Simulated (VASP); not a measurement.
Here is a VASP 6.6.1 calculation.

The input INCAR:

```
SYSTEM = Mo
AGGAC = 1.0 ; AGGAX = 1.0
ALDAC = 0.0 ; ALDAX = 1.0
ALGO = Normal ; EDIFF = 1E-6
ENCUT = 520 ; GGA = B5
ISIF = 2 ; ISMEAR = -1
LASPH = .TRUE. ; LCHARG = .TRUE.
LELF = .TRUE. ; LREAL = .FALSE.
LVHAR = .TRUE. ; LWAVE = .FALSE.
NBANDS = 21 ; NELM = 60
PREC = Accurate ; SIGMA = 0.1
```

The input KPOINTS:

```
k-points
0
G
  11 11 11
  0 0 0
```

The input POSCAR:

```
Mo
1.0
    0.0000000000      3.0063498151      3.0063498151
    3.0063498151      0.0000000000      3.0063498151
    3.0063498151      3.0063498151      0.0000000000
Mo
2
Direct
    0.1250000000      0.1250000000      0.1250000000
    0.8750000000      0.8750000000      0.8750000000
```

Potentials or basis: VASP PAW PBE potentials, release 64 (Mo_sv).

The run is started by

```bash
$ cat potpaw_PBE.64/Mo_sv/POTCAR > POTCAR
$ mpirun -np 1 vasp_std > vasp.out
```

(1) Predict the pressure.

(2) What does it give for the band gap on the k mesh?

## Answers

(1) -8.2 GPa.

(2) zero (band 14 reaches 5.92 eV, above the bottom of band 15 at 5.47 eV).

Caveat: the PAW data sets were made with another functional, which shifts forces and pressure a little.
